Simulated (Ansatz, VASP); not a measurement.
**SnSe: VASP beside Ansatz**

```xyz
4
Lattice="4.3440 0.0000 0.0000 0.0000 4.3440 0.0000 0.0000 0.0000 10.6956" Properties=species:S:1:pos:R:3 pbc="T T T"
Sn    2.1720    0.0000    3.9812
Sn    0.0000    2.1720    6.7144
Se    2.1720    0.0000    6.5889
Se    0.0000    2.1720    4.1067
```

Alike in both runs: task single point; functional r2SCAN; k mesh 8 × 8 × 4; occupations gaussian, width 0.05 eV; no spin polarisation.

|  | VASP | Ansatz |
| --- | --- | --- |
| version | VASP 6.6.1 | Ansatz 0.2.0 |
| potentials or method | VASP PAW PBE potentials, release 64 (Sn_d, Se), cutoff 520 eV | scalar-relativistic, plane waves, PAW |
| valence electrons in the cell | 40 | 60 |

```csv
,VASP,Ansatz,Ansatz less VASP
gap on the k mesh at the Fermi level (eV),1.36,1.36,+0.008
least direct gap on the mesh (eV),1.36,1.36,+0.008
rms of the force components (eV/Å),0.229,0.220,-0.0084
```

VASP's potentials were made for PBE, not for r2SCAN. Atom by atom the forces differ by 0.008 eV/Å (rms over components). VASP's potentials hold 40 valence electrons a cell and Ansatz's 60, so a difference there can come from the potentials and not from the codes.
